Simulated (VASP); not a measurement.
Set up this calculation in VASP 6.6.1, as the native input.

- Task: single point
- Functional: PBE
- Potentials or basis: VASP PAW PBE potentials, release 64 (Mg, I)
- Cutoff: 520 eV
- k mesh: 6 × 6 × 4
- Occupations: gaussian, width 0.05 eV
- Spin: no spin polarisation
- Dipole correction: no
- Further INCAR settings: ALGO = Normal; EDIFF = 1e-07; NBANDS = 15

The structure of MgI2 lies in POSCAR:

```
MgI2
1.0
    4.2072027146      0.0000000000     -0.3085983191
   -2.1036013573      3.6435444297      0.1542991596
   -0.5729898776      0.0000000000      7.6031499370
Mg I
1 2
Direct
    0.0000000000      0.0000000000      0.0000000000
    0.2759634932      0.6677865924      0.7791894038
    0.7240365068      0.3322134076      0.2208105962
```

This cell differs from its parent crystal: engineering shear strain xz -0.1467, normal strain along z -0.0267.

These files were run (other wordings do the same):

INCAR

```
SYSTEM = MgI2
  PREC = Accurate
  ENCUT = 520
  EDIFF = 1E-7
  ISMEAR = 0
  SIGMA = 0.05
  LREAL = .FALSE.
  LASPH = .TRUE.
  NELM = 100
  ALGO = Normal
  ISIF = 2
  LWAVE = .FALSE.
  LCHARG = .FALSE.
  GGA = PE
  NBANDS = 15
```

KPOINTS

```
regular mesh
0
G
  6 6 4
  0 0 0
```

Potentials or basis: VASP PAW PBE potentials, release 64 (Mg, I).

Run with:

```console
$ cat potpaw_PBE.64/Mg/POTCAR potpaw_PBE.64/I/POTCAR > POTCAR
$ mpirun -np 1 vasp_std > vasp.out
```

Results of the run:

```yaml
Pressure: 0.1 GPa
Band_gap_on_the_k_mesh: 3.50 eV, indirect (least direct gap 3.69 eV)
```

Caveat: the cell differs from its parent crystal (engineering shear strain xz -0.1467, normal strain along z -0.0267); spin-orbit coupling is left out, which moves the levels of the heavy elements.

It took 2.5 min on 1 thread of AMD EPYC 7R43 64-Core Processor (Zen 3) (shared host), peak memory 0.28 GiB.
